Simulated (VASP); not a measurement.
# Sr (P6_3/mmc) in VASP: notebook

Sr is run at these levels: BLYP; tasks: single point, relaxation of cell and atoms.

All numbers are computed with VASP 6.6.1; they aren't measurements. Logs are shortened: lines on timing, memory, paths and dates and some standing lists are left out, and cuts for length are marked.

## 1. The cell of the first run

The structure is hexagonal, space group P6_3/mmc (No. 194). Conventional cell: a = 4.425 Å, b = 4.425 Å, c = 7.229 Å, α = 90.00°, β = 90.00°, γ = 120.00°. Within 5.8 Å of Sr (site symmetry -6m2) lie 12 Sr at 4.43 Å.

This isn't the form of Sr at room conditions, which is fcc.

## 2. Single point, BLYP (61.29 Å³/atom)

INCAR

```
PREC = Accurate
ENCUT = 520
EDIFF = 1E-7
ISMEAR = -1
SIGMA = 0.1
LREAL = False
LASPH = True
NELM = 100
ALGO = Normal
ISIF = 2
LWAVE = False
LCHARG = False
GGA = B5
ALDAX = 1.0
AGGAX = 1.0
AGGAC = 1.0
ALDAC = 0.0
NBANDS = 17
```

KPOINTS

```
regular mesh
0
Gamma
  10 10 5
```

POSCAR

```
Sr
1.0
    4.4250112711      0.0000000000      0.0000000000
   -2.2125056355      3.8321721728      0.0000000000
    0.0000000000      0.0000000000      7.2289719546
Sr
2
Direct
    0.3333333333      0.6666666667      0.2500000000
    0.6666666667      0.3333333333      0.7500000000
```

Potentials or basis: VASP PAW PBE potentials, release 64 (Sr_sv).

Command:

```
cat potpaw_PBE.64/Sr_sv/POTCAR > POTCAR
mpirun -np 1 vasp_std > vasp.out
```

OUTCAR:

```text
PREC = Accurate
   ENCUT = 520
   EDIFF = 1E-7
   ISMEAR = -1
   LREAL = False
   LASPH = True
   NELM = 100
   ISIF = 2
   GGA = B5

 ion  position               nearest neighbor table
   1  0.333  0.667  0.250-   2 4.43   2 4.43   2 4.43   2 4.43   2 4.43   2 4.43
   2  0.667  0.333  0.750-   1 4.43   1 4.43   1 4.43   1 4.43   1 4.43   1 4.43

  LATTYP: Found a hexagonal cell.
 ALAT       =     4.4250112711
 C/A-ratio  =     1.6336618173

  Lattice vectors:

 A1 = (   4.4250112711,   0.0000000000,   0.0000000000)
 A2 = (  -2.2125056355,   3.8321721728,   0.0000000000)
 A3 = (   0.0000000000,   0.0000000000,   7.2289719546)

Analysis of symmetry for initial positions (statically):
=====================================================================
 Subroutine PRICEL returns:
 Original cell was already a primitive cell.

 Routine SETGRP: Setting up the symmetry group for a
 hexagonal supercell.

 Subroutine GETGRP returns: Found 24 space group operations
 (whereof 12 operations were pure point group operations)
 out of a pool of 24 trial point group operations.

The static configuration has the point symmetry D_3d.
 The point group associated with its full space group is D_6h.

Analysis of symmetry for dynamics (positions and initial velocities):
=====================================================================
 Subroutine PRICEL returns:
 Original cell was already a primitive cell.

 Routine SETGRP: Setting up the symmetry group for a
 hexagonal supercell.

 Subroutine GETGRP returns: Found 24 space group operations
 (whereof 12 operations were pure point group operations)
 out of a pool of 24 trial point group operations.

The dynamic configuration has the point symmetry D_3d.
 The point group associated with its full space group is D_6h.

 Subroutine INISYM returns: Found 24 space group operations
 (whereof 12 operations are pure point group operations),
 and found     1 'primitive' translations

----------------------------------------------------------------------------------------

                                     Primitive cell

  volume of cell :     122.5846

  direct lattice vectors                    reciprocal lattice vectors
     4.425011271  0.000000000  0.000000000     0.225988125  0.130474305  0.000000000
    -2.212505635  3.832172173  0.000000000     0.000000000  0.260948610  0.000000000
     0.000000000  0.000000000  7.228971955     0.000000000  0.000000000  0.138332256

  length of vectors
     4.425011271  4.425011271  7.228971955     0.260948610  0.260948610  0.138332256

  position of ions in fractional coordinates (direct lattice)
     0.333333333  0.666666667  0.250000000
     0.666666667  0.333333333  0.750000000

  ion indices of the primitive-cell ions
   primitive index   ion index
                 1           1
                 2           2

----------------------------------------------------------------------------------------

 KPOINTS: regular mesh

Automatic generation of k-mesh.
 Grid dimensions read from file:
 generate k-points for:   10   10    5

 Generating k-lattice:

  Cartesian coordinates                     Fractional coordinates (reciprocal lattice)
     0.022598812  0.013047430  0.000000000     0.100000000 -0.000000000  0.000000000
     0.000000000  0.026094861  0.000000000     0.000000000  0.100000000  0.000000000
     0.000000000  0.000000000  0.027666451     0.000000000  0.000000000  0.200000000

  Length of vectors
     0.026094861  0.026094861  0.027666451

  Shift w.r.t. Gamma in fractional coordinates (k-lattice)
     0.000000000  0.000000000  0.000000000

 Subroutine IBZKPT returns following result:
 ===========================================

 Found     42 irreducible k-points:

 Following reciprocal coordinates:
            Coordinates               Weight
  0.000000  0.000000  0.000000      1.000000
  0.100000  0.000000  0.000000      6.000000
  0.200000  0.000000  0.000000      6.000000
  0.300000  0.000000  0.000000      6.000000
  0.400000  0.000000  0.000000      6.000000
  0.500000  0.000000  0.000000      3.000000
[... 16 lines left out ...]
  0.300000  0.100000  0.200000     24.000000
  0.400000  0.100000  0.200000     24.000000
 [... further k-points ...]
   k-points           NKPTS =     42   k-points in BZ     NKDIM =     42   number of bands    NBANDS=     17
   number of dos      NEDOS =    301   number of ions     NIONS =      2
   total plane-waves  NPLWV =  69984
   dimension x,y,z NGX =    36 NGY =   36 NGZ =   54
   dimension x,y,z NGXF=    72 NGYF=   72 NGZF=  108
   ions per type =               2
   NGX,Y,Z   is equivalent  to a cutoff of  13.53, 13.53, 12.42 a.u.
   NGXF,Y,Z  is equivalent  to a cutoff of  27.05, 27.05, 24.84 a.u.
 SYSTEM =  unknown system
   PREC   = accura    normal or accurate (medium, high low for compatibility)
   ISTART =      0    job   : 0-new  1-cont  2-samecut
   ICHARG =      2    charge: 1-file 2-atom 10-const
   ISPIN  =      1    spin polarized calculation?
   LNONCOLLINEAR =      F non collinear calculations
   LSORBIT =      F    spin-orbit coupling
   LASPH  =      T    aspherical Exc in radial PAW
   ENCUT  =  520.0 eV  38.22 Ry    6.18 a.u.   8.23  8.23 13.44*2*pi/ulx,y,z
   NELM   =    100;   NELMIN=  2; NELMDL= -5     # of ELM steps
   EDIFF  = 0.1E-06   stopping-criterion for ELM
   LREAL  =      F    real-space projection
   EDIFFG = 0.1E-05   stopping-criterion for IOM
   NSW    =      0    number of steps for IOM
   IBRION =     -1    ionic relax: 0-MD 1-quasi-New 2-CG
   NFREE  =      0    steps in history (QN), initial steepest desc. (CG)
   ISIF   =      2    stress and relaxation
   ISYM   =      2    0-nonsym 1-usesym 2-fastsym
   POTIM  = 0.5000    time-step for ionic-motion
   TEBEG  =    0.0;   TEEND  =   0.0 temperature during run
   PSTRESS=    0.0 pullay stress
   NELECT =      20.0000    total number of electrons
   NUPDOWN=      -1.0000    fix difference up-down
   EMIN   =  10.00;   EMAX   =-10.00  energy-range for DOS
   EFERMI =   0.00;   METHOD = LEGACY
   ISMEAR =    -1;   SIGMA  =   0.10  broadening in eV -4-tet -1-fermi 0-gaus
   EFERMI_NEDOS =   21; number of points for ismear=-14 and -15
   IALGO  =     38    algorithm
   IMIX   =      4    mixing-type and parameters
     AMIX     =   0.40;   BMIX     =  1.00
     AMIX_MAG =   1.60;   BMIX_MAG =  1.00
  volume/ion in A,a.u.               =      61.29       413.62
  Fermi-wavevector in a.u.,A,eV,Ry     =   0.894553  1.690460 10.887728  0.800225
  Thomas-Fermi vector in A             =   2.016773
   LORBIT       =      0    0 simple, 1 ext, 2 COOP (PROOUT), +10 PAW based schemes
   GGA     = B5    functional components
   LHFCALC =     F    Hartree Fock is set to
   AEXX    =    0.0000 exact exchange contribution
   IVDW    =     0    specifies the selected vdW correction
   LEPSILON=     F    determine dielectric tensor
   LRPA    =     F    only Hartree local field effects (RPA)
 non-spin polarized calculation
  energy-cutoff  :      520.00
  volume of cell :      122.58
 maximum number of plane-waves:      3333
 NGX is ok and might be reduce to    36
   NGX = 17   NGY = 17   NGZ = 27

 number of electron      20.0000000 magnetization

 Free energy of the ion-electron system (eV)
  ---------------------------------------------------
  ext. energy  EPLUGINS =         0.00000000
  ---------------------------------------------------
  free energy    TOTEN  =        -1.88340653 eV

  energy without entropy =       -1.78736807  energy(sigma->0) =       -1.83538730

 E-fermi :   1.6822     XC(G=0):  -6.5804

 val. band max:        1.6526510395   @ k =   0.3000   0.3000   0.0000
 cond. band min:       1.7131541161   @ k =   0.3000   0.3000   0.0000
 fundamental gap:      0.0605030766
 Fermi energy:         1.6822240060

 k-point     1 :       0.0000    0.0000    0.0000
  band No.  band energies     occupation
      1     -35.2143      2.00000
      2     -35.2060      2.00000
      3     -17.3093      2.00000
      4     -17.1982      2.00000
      5     -17.1982      2.00000
      6     -17.1796      2.00000
[... 9 lines left out ...]
     16       4.0491      0.00000
     17       4.4841      0.00000

 k-point     2 :       0.1000    0.0000    0.0000
  band No.  band energies     occupation
      1     -35.2136      2.00000
      2     -35.2057      2.00000
      3     -17.3052      2.00000
      4     -17.2077      2.00000
      5     -17.2012      2.00000
      6     -17.1894      2.00000
[... 9 lines left out ...]
     16       4.1673      0.00000
     17       4.2761      0.00000

 k-point     3 :       0.2000    0.0000    0.0000
  band No.  band energies     occupation
      1     -35.2117      2.00000
      2     -35.2048      2.00000
      3     -17.2938      2.00000
      4     -17.2327      2.00000
      5     -17.2149      2.00000
      6     -17.2090      2.00000
[... 9 lines left out ...]
     16       4.1643      0.00000
     17       4.2224      0.00000

 k-point     4 :       0.3000    0.0000    0.0000
  band No.  band energies     occupation
      1     -35.2092      2.00000
      2     -35.2039      2.00000
      3     -17.2775      2.00000
      4     -17.2637      2.00000
      5     -17.2456      2.00000
      6     -17.2183      2.00000
[... 9 lines left out ...]
     16       4.6077      0.00000
     17       4.7041      0.00000
[... 343 lines left out ...]
      1     -35.2095      2.00000
      2     -35.2048      2.00000
      3     -17.2815      2.00000
      4     -17.2447      2.00000
      5     -17.2383      2.00000
      6     -17.2139      2.00000
[... 9 lines left out ...]
     16       4.3703      0.00000
     17       4.6535      0.00000

 k-point    23 :       0.3000    0.1000    0.2000
  band No.  band energies     occupation
      1     -35.2073      2.00000
      2     -35.2039      2.00000
      3     -17.2865      2.00000
      4     -17.2686      2.00000
      5     -17.2468      2.00000
      6     -17.2239      2.00000
[... 9 lines left out ...]
     16       4.6801      0.00000
     17       5.1279      0.00000

 k-point    24 :       0.4000    0.1000    0.2000
  band No.  band energies     occupation
      1     -35.2057      2.00000
      2     -35.2035      2.00000
      3     -17.2991      2.00000
      4     -17.2822      2.00000
      5     -17.2427      2.00000
      6     -17.2279      2.00000
[... 9 lines left out ...]
     16       5.0262      0.00000
     17       5.3071      0.00000

 [... further k-points ...]

------------------------ aborting loop because EDIFF is reached ----------------------------------------

  FORCE on cell =-STRESS in cart. coord.  units (eV):
  Direction    XX          YY          ZZ          XY          YZ          ZX
  --------------------------------------------------------------------------------------
  -------------------------------------------------------------------------------------
  Total       -0.5404769     -0.5404769     -0.5436996     -0.0000000      0.0000000      0.0000000
  in kB       -7.0640173     -7.0640173     -7.1061386     -0.0000000      0.0000000      0.0000000
  external PRESSURE =      -7.0780577 kB  Pullay stress =       0.0000000 kB

 VOLUME and BASIS-vectors are now :
 -----------------------------------------------------------------------------
  energy-cutoff  :      520.00
  volume of cell :      122.58
      direct lattice vectors                 reciprocal lattice vectors
     4.425011271  0.000000000  0.000000000     0.225988125  0.130474305  0.000000000
    -2.212505635  3.832172173  0.000000000     0.000000000  0.260948610  0.000000000
     0.000000000  0.000000000  7.228971955     0.000000000  0.000000000  0.138332256

 POSITION                                       TOTAL-FORCE (eV/Angst)
 -----------------------------------------------------------------------------------
     -0.00000      2.55478      1.80724        -0.000000      0.000000      0.000000
      2.21251      1.27739      5.42173         0.000000     -0.000000      0.000000
 -----------------------------------------------------------------------------------
    total drift:                               -0.000000      0.000000     -0.000000

  FREE ENERGIE OF THE ION-ELECTRON SYSTEM (eV)
  ---------------------------------------------------
  free  energy   TOTEN  =        -1.8834065251 eV

  energy  without entropy=       -1.7873680670  energy(sigma->0) =       -1.83538730
```

Run time: 68 s. Hardware: 1 thread of AMD EPYC 9R45 (Zen 5), shared host; peak memory 0.25 GiB.

Results:

```
Free energy            : -1.8834 eV
Pressure               : -0.7 GPa
Band gap on the k mesh : zero (bands 10 and 11 overlap by 0.10 eV)
```

Levels at points of the mesh, in eV from the Fermi level:
```
           k point  band 7  band 8  band 9  band 10  band 11  band 12  band 13  band 14
(0.00, 0.00, 0.00)  -18.86  -18.86   -3.45    -1.11     0.07     2.02     2.03     2.03
(0.50, 0.00, 0.00)  -18.89  -18.88   -1.11    -0.50     0.14     0.24     1.19     1.68
```

Caveat: the PAW data sets were made with another functional, which shifts forces and pressure a little.

## 3. Single point, BLYP (63.56 Å³/atom)

This run uses another cell than the first one, of 63.56 Å³/atom.

INCAR

```
AGGAC    = 1.0          
AGGAX    = 1.0          
ALDAC    = 0.0          
ALDAX    = 1.0          
ALGO     = Normal         # electronic algorithm
EDIFF    = 1E-7           # SCF threshold, eV
ENCUT    = 520            # plane-wave cutoff, eV
GGA      = B5             # functional
ISIF     = 2              # what is computed and relaxed
ISMEAR   = -1             # smearing method
LASPH    = True           # aspherical terms in the spheres
LCHARG   = False          # write CHGCAR
LREAL    = False          # projectors in reciprocal space
LWAVE    = False          # write WAVECAR
NBANDS   = 17             # bands
NELM     = 80             # most SCF steps
PREC     = Accurate       # precision mode
SIGMA    = 0.1            # smearing width, eV
```

KPOINTS

```
k-points
0
Gamma
  10 10 5
```

POSCAR

```
Sr
1.0
    4.4789801421      0.0000000000      0.0000000000
   -2.2394900710      3.8789105861      0.0000000000
    0.0000000000      0.0000000000      7.3171388384
Sr
2
Direct
    0.3333333333      0.6666666667      0.2500000000
    0.6666666667      0.3333333333      0.7500000000
```

Potentials or basis: VASP PAW PBE potentials, release 64 (Sr_sv).

Command:

```
cat potpaw_PBE.64/Sr_sv/POTCAR > POTCAR
mpirun -np 1 vasp_std > vasp.out
```

Run time: 69 s. Hardware: 1 thread of AMD EPYC 9R45 (Zen 5), shared host; peak memory 0.24 GiB.

It converged, with:

```
Free energy            : -1.8598 eV
Pressure               : -1.0 GPa
Band gap on the k mesh : zero (bands 10 and 11 overlap by 0.10 eV)
```

Levels at points of the mesh, in eV from the Fermi level:
```
           k point  band 6  band 7  band 8  band 9  band 10  band 11  band 12  band 13  band 14  band 15
(0.00, 0.00, 0.00)  -18.93  -18.93  -18.93   -3.40    -1.10     0.05     1.98     1.99     1.99     2.31
(0.50, 0.00, 0.00)  -18.98  -18.96  -18.95   -1.11    -0.50     0.16     0.25     1.15     1.63     1.90
```

Caveat: the PAW data sets were made with another functional, which shifts forces and pressure a little.

## 4. Relaxation of cell and atoms, BLYP

This run uses another cell than the first one, of 56.32 Å³/atom.

INCAR

```
  PREC = Accurate
  ENCUT = 600
  EDIFF = 1E-6
  ISMEAR = -1
  SIGMA = 0.1
  LREAL = F
  LASPH = T
  NELM = 60
  ALGO = Normal
  ISIF = 3
  LWAVE = F
  LCHARG = F
  GGA = B5
  ALDAX = 1.0
  AGGAX = 1.0
  AGGAC = 1.0
  ALDAC = 0.0
  IBRION = 2
  NSW = 80
  EDIFFG = -0.01
```

KPOINTS

```
regular mesh
0
Gamma
  9 9 5
```

POSCAR

```
Sr
1.0
    4.3025266259      0.0000000000      0.0000000000
   -2.1512633129      3.7260973585      0.0000000000
    0.0000000000      0.0000000000      7.0260259801
Sr
2
Direct
    0.3333333333      0.6666666667      0.2500000000
    0.6666666667      0.3333333333      0.7500000000
```

Command:

```
cat potpaw_PBE.64/Sr_sv/POTCAR > POTCAR
mpirun -np 1 vasp_std > vasp.out
```

Wall time 2.1 min (1 thread of AMD EPYC 9R45 (Zen 5), shared host); peak memory 0.26 GiB.

Results (log left out):

```
Free energy                           : -1.9021 eV
Relaxed volume                        : 56.69 Å³/atom
Relaxed cell                          : a = 4.312 Å, b = 4.312 Å, c = 7.043 Å, α = 90.00°, β = 90.00°, γ = 120.00°
Space group after relaxing (to 0.1 Å) : P6_3/mmc (No. 194)
Energy gained by relaxing             : 0.1 meV/atom
Ionic steps                           : 3
Pressure after relaxing               : 0.0 GPa
Band gap on the k mesh                : zero (bands 10 and 11 overlap by 0.17 eV)
```

The path:
```
step  energy change (eV)  largest force (eV/Å)  pressure (GPa)  volume (Å³)
   1              0.0000                0.0000            0.08       112.64
   2             -0.0002                0.0000            0.04       113.12
   3             -0.0002                0.0000            0.01       113.39
```

Final structure:
```cif
data_structure
_symmetry_space_group_name_H-M 'P 1'
_symmetry_Int_Tables_number 1
_cell_length_a 4.3116
_cell_length_b 4.3116
_cell_length_c 7.0429
_cell_angle_alpha 90.000
_cell_angle_beta 90.000
_cell_angle_gamma 120.000
_cell_volume 113.39
loop_
_atom_site_label
_atom_site_type_symbol
_atom_site_fract_x
_atom_site_fract_y
_atom_site_fract_z
_atom_site_occupancy
Sr1 Sr 0.33333 0.66667 0.25000 1
Sr2 Sr 0.66667 0.33333 0.75000 1
```

Levels at points of the mesh, in eV from the Fermi level:
```
           k point  band 6  band 7  band 8  band 9  band 10  band 11  band 12  band 13  band 14
(0.00, 0.00, 0.00)  -18.70  -18.70  -18.70   -3.56    -1.14     0.15     2.12     2.12     2.12
```

Caveat: the PAW data sets were made with another functional, which shifts forces and pressure a little.

[end of part 1 of 2]
